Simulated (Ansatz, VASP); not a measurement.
**La: VASP beside Ansatz**

```xyz
2
Lattice="3.6669 0.0000 0.0000 -1.8335 3.1756 0.0000 0.0000 0.0000 5.9239" Properties=species:S:1:pos:R:3 pbc="T T T"
La    0.0000    2.1171    1.4810
La    1.8335    1.0585    4.4429
```

Alike in both runs: functional PBEsol; k mesh 12 × 12 × 6; occupations fermi-dirac, width 0.05 eV; no spin polarisation.

Ansatz relaxed the structure, and its values are those at the end. VASP's run is a single point on that final structure, the one shown.

```csv
,VASP,Ansatz
version,VASP 6.6.1,Ansatz 0.2.0
potentials or method,"VASP PAW PBE potentials, release 64 (La)","PAW with Ansatz's default frozen-core files, scalar-relativistic"
plane-wave cutoff (eV),500,420
valence electrons in the cell,22,22
```

Ansatz gave:

| Item | Value |
| --- | --- |
| pressure (GPa) | 0.0 |

Estimate VASP's values.

pressure (GPa): 0.1.

VASP's potentials were made for PBE, not for PBEsol. The functional is the same, so the differences come from potentials, cutoffs and numerics.

Spin-orbit coupling is off throughout.
